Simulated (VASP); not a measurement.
Runs of VASP 6.6.1 on KBr. The structure is that of space group P6_3/mmc (No. 194), or close to it. The cells are those of the table. 

```tsv
task	level	potentials or basis	cell	k mesh	cutoff (eV)	smearing	gap on the mesh (eV)	pressure (GPa)	relaxed volume (Å³/atom)
single point	PBE	VASP PAW PBE potentials, release 64 (K_sv, Br)	a = 5.619, b = 5.619, c = 6.554 Å, angles 90.0, 90.0, 120.0°, 4 atoms	6 × 6 × 2	520	gaussian 0.01 eV	4.19	0.4	-
single point	LDA	VASP PAW LDA potentials, release 64 (K_sv, Br)	a = 5.619, b = 5.619, c = 6.554 Å, angles 90.0, 90.0, 120.0°, 4 atoms	6 × 6 × 4	520	gaussian 0.01 eV	3.87	-1.2	-
single point	PBEsol	VASP PAW PBE potentials, release 64 (K_sv, Br)	a = 5.571, b = 5.571, c = 6.494 Å, angles 90.0, 90.0, 120.0°, 4 atoms	6 × 6 × 4	520	fermi-dirac 0.02 eV	4.20	0.0	-
relaxation of cell and atoms	PBEsol	VASP PAW PBE potentials, release 64 (K_sv, Br)	relaxed from a = 5.673, b = 5.673, c = 6.642 Å, angles 90.0, 90.0, 120.0°, 4 atoms	6 × 6 × 4	600	fermi-dirac 0.02 eV	4.20	0.0	43.81
single point	LDA	VASP PAW LDA potentials, release 64 (K_sv, Br)	a = 5.424, b = 5.424, c = 6.323 Å, angles 90.0, 90.0, 120.0°, 4 atoms	6 × 6 × 4	520	fermi-dirac 0.02 eV	4.00	(a)	-
relaxation of cell and atoms	LDA	VASP PAW LDA potentials, release 64 (K_sv, Br)	relaxed from a = 5.673, b = 5.673, c = 6.642 Å, angles 90.0, 90.0, 120.0°, 4 atoms	6 × 6 × 4	600	fermi-dirac 0.02 eV	3.99	0.0	(b)
```

Alike in all rows: no spin polarisation.

Problem. Estimate the missing entries.

Solution. (a) 0.1; (b) 40.48.

Caveats: some runs use coarse meshes; the PAW data sets were made with another functional, which shifts forces and pressure a little (at least some runs).

A k mesh can miss the band edges, and the runs leave out spin-orbit coupling on Br.
